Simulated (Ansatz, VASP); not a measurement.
## Cu: VASP beside Ansatz

```
Cu
1.0
     2.53410    0.00000    0.00000
    -1.26705    2.19459    0.00000
     0.00000    0.00000    4.11257
Cu
2
Direct
  0.33333 0.66667 0.25000
  0.66667 0.33333 0.75000
```

Alike in both runs: task relaxation of cell and atoms; functional PBEsol; k mesh 15 × 15 × 8; no spin polarisation.

|  | VASP | Ansatz |
| --- | --- | --- |
| version | VASP 6.6.1 | Ansatz 0.2.0 |
| potentials or method | VASP PAW PBE potentials, release 64 (Cu), cutoff 600 eV | plane waves, PAW |
| occupations | methfessel-paxton of order 1, width 0.15 eV | cold, width 0.15 eV |
| valence electrons in the cell | 22 | 38 |

|  | VASP | Ansatz | Ansatz less VASP |
| --- | --- | --- | --- |
| relaxed volume (Å³/atom) | 11.37 | 11.32 | -0.050 |
| relaxed length of the cell vector where the two differ most in proportion (Å) | 4.162 | 4.151 | -0.0104 |

VASP's potentials were made for PBE, not for PBEsol. VASP's potentials hold 22 valence electrons a cell and Ansatz's 38, so a difference there can come from the potentials and not from the codes.
